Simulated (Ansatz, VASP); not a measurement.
Two plane-wave programs on SnW

File INCAR:

```
SYSTEM = SnW
PREC = Accurate
ENCUT = 600
EDIFF = 1E-6
ISMEAR = 0
SIGMA = 0.1
LREAL = .FALSE.
LASPH = .TRUE.
NELM = 60
ALGO = Fast
ISIF = 3
LWAVE = .FALSE.
LCHARG = .FALSE.
GGA = PE
IBRION = 2
NSW = 100
EDIFFG = -0.01
```

The input KPOINTS:

```
regular mesh
0
G
  14 14 6
  0 0 0
```

File POSCAR:

```
SnW
1.0
    3.2339124390      0.0000000000      0.0000000000
    0.0000000000      3.2339124390      0.0000000000
    0.0000000000      0.0000000000      8.3269600069
Sn W
2 2
Direct
    0.5000000000      0.0000000000      0.6865039246
    0.0000000000      0.5000000000      0.3134960754
    0.5000000000      0.0000000000      0.0800924355
    0.0000000000      0.5000000000      0.9199075645
```

Input for Ansatz:

```yaml
crystal:
  lattice:
    - [3.233912439, 0.0, 0.0]
    - [0.0, 3.233912439, 0.0]
    - [0.0, 0.0, 8.3269600069]
  atoms:
    - { symbol: Sn, position: [0.5, 0.0, 0.6865039246] }
    - { symbol: Sn, position: [0.0, 0.5, 0.3134960754] }
    - { symbol: W, position: [0.5, 0.0, 0.0800924355] }
    - { symbol: W, position: [0.0, 0.5, 0.9199075645] }
basis:
  ecutwfc: 420
kpoints:
  mp_grid: { grid: [14, 14, 6] }
hamiltonian:
  xc: pbe
scf:
  occupations: { method: gaussian, width: 0.1 }
output:
  forces: true
  stress: true
  eigenvalues: true
relax:
  adjacent_minimum: "off"
  f_tol: 0.01
  max_steps: 80
  cell: { stress_tol: 0.05 }
```

Alike in both runs: task relaxation of cell and atoms; functional PBE; k mesh 14 × 14 × 6; occupations gaussian, width 0.1 eV; no spin polarisation.

```csv
,VASP,Ansatz
version,VASP 6.6.1,Ansatz 0.2.0
potentials or method,"VASP PAW PBE potentials, release 64 (Sn_d, W_sv), cutoff 600 eV","scalar-relativistic, plane waves, PAW"
valence electrons in the cell,56,56
```

Ansatz gave:

```
gap on the k mesh at the Fermi level, each at its own relaxed structure (eV) : none
relaxed volume (Å³/atom)                                                     : 21.77
relaxed cell length with the largest relative difference (Å)                 : 3.245
```

Problem. Which values does VASP return?

Solution. gap on the k mesh at the Fermi level, each at its own relaxed structure (eV): none; relaxed volume (Å³/atom): 21.79; relaxed cell length with the largest relative difference (Å): 3.247.

A gap of «none» marks a metal or a gap that the smearing closes.

Neither program's run includes spin-orbit coupling.
